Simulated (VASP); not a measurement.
Write the native input for VASP 6.6.1 that does the following.

```
Task                   : relaxation of cell and atoms
Functional             : PBEsol
Potentials or basis    : VASP PAW PBE potentials, release 64 (Ga_d, Se)
Cutoff                 : 600 eV
k mesh                 : 10 × 10 × 10
Occupations            : gaussian, width 0.1 eV
Spin                   : no spin polarisation
Dipole correction      : no
Further INCAR settings : ALGO = Normal; EDIFF = 1e-06; IBRION = 2; EDIFFG = -0.01; NSW = 80; ISIF = 3
```

The structure of Ga3Se lies in POSCAR:

```
Ga3Se
1.0
    4.4324650000      0.0000000000      0.0000000000
    0.0000000000      4.4324650000      0.0000000000
    0.0000000000      0.0000000000      4.4324650000
Ga Se
3 1
Direct
    0.0000000000      0.5000000000      0.5000000000
    0.5000000000      0.0000000000      0.5000000000
    0.5000000000      0.5000000000      0.0000000000
    0.0000000000      0.0000000000      0.0000000000
```

The input as run:

INCAR

```
SYSTEM = Ga3Se
PREC     = Accurate       ! precision mode
ENCUT    = 600            ! plane-wave cutoff, eV
EDIFF    = 1E-6           ! SCF threshold, eV
ISMEAR   = 0              ! smearing method
SIGMA    = 0.1            ! smearing width, eV
LREAL    = .FALSE.        ! projectors in reciprocal space
LASPH    = .TRUE.         ! aspherical terms in the spheres
NELM     = 80             ! most SCF steps
ALGO     = Normal         ! electronic algorithm
ISIF     = 3              ! what is computed and relaxed
LWAVE    = .FALSE.        ! write WAVECAR
LCHARG   = .FALSE.        ! write CHGCAR
GGA      = PS             ! functional
IBRION   = 2              ! ionic algorithm
NSW      = 80             ! ionic steps
EDIFFG   = -0.01          ! ionic threshold
```

KPOINTS

```
Automatic mesh
0
G
  10 10 10
  0 0 0
```

Potentials or basis: VASP PAW PBE potentials, release 64 (Ga_d, Se).

The run is started by

```console
$ cat potpaw_PBE.64/Ga_d/POTCAR potpaw_PBE.64/Se/POTCAR > POTCAR
$ mpirun -np 1 vasp_std > vasp.out
```

Results of the run:

* Relaxed volume: 19.87 Å³/atom
* Relaxed cell: a = 4.299 Å, b = 4.299 Å, c = 4.299 Å, α = 90.00°, β = 90.00°, γ = 90.00°
* Space group after relaxing (to 0.1 Å): Pm-3m (No. 221)
* Energy gained by relaxing: 23.8 meV/atom
* Ionic steps: 4
* Pressure after relaxing: 0.0 GPa
* Band gap on the k mesh: zero (an odd number of electrons rules out a gap without spin polarisation)

Caveat: the PAW data sets were made with another functional, which shifts forces and pressure a little.

Wall time 3.3 min on 1 thread of Intel(R) Xeon(R) 6975P-C (Granite Rapids), on a shared host, peak memory 0.3 GiB.
